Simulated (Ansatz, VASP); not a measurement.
## One calculation of Pt, two programs

```
Pt
1.0
     0.00000    1.97058    1.97058
     1.97058    0.00000    1.97058
     1.97058    1.97058    0.00000
Pt
1
Direct
  0.00000 0.00000 0.00000
```

Alike in both runs: task single point; functional r2SCAN; k mesh 14 × 14 × 14; occupations fermi-dirac, width 0.1 eV; non-collinear spin, spin-orbit coupling.

|  | VASP | Ansatz |
| --- | --- | --- |
| version | VASP 6.6.1 | Ansatz 0.2.0 |
| potentials or method | VASP PAW PBE potentials, release 64 (Pt), cutoff 520 eV | plane waves (500 eV) with PAW, fully relativistic with spin-orbit coupling |
| valence electrons in the cell | 10 | 18 |

|  | VASP | Ansatz | Ansatz less VASP |
| --- | --- | --- | --- |
| net moment per atom (μB) | 0.00 | 0.00 | 0.000 |

VASP's potentials were made for PBE, not for r2SCAN. VASP's potentials hold 10 valence electrons a cell and Ansatz's 18, so a difference there can come from the potentials and not from the codes.
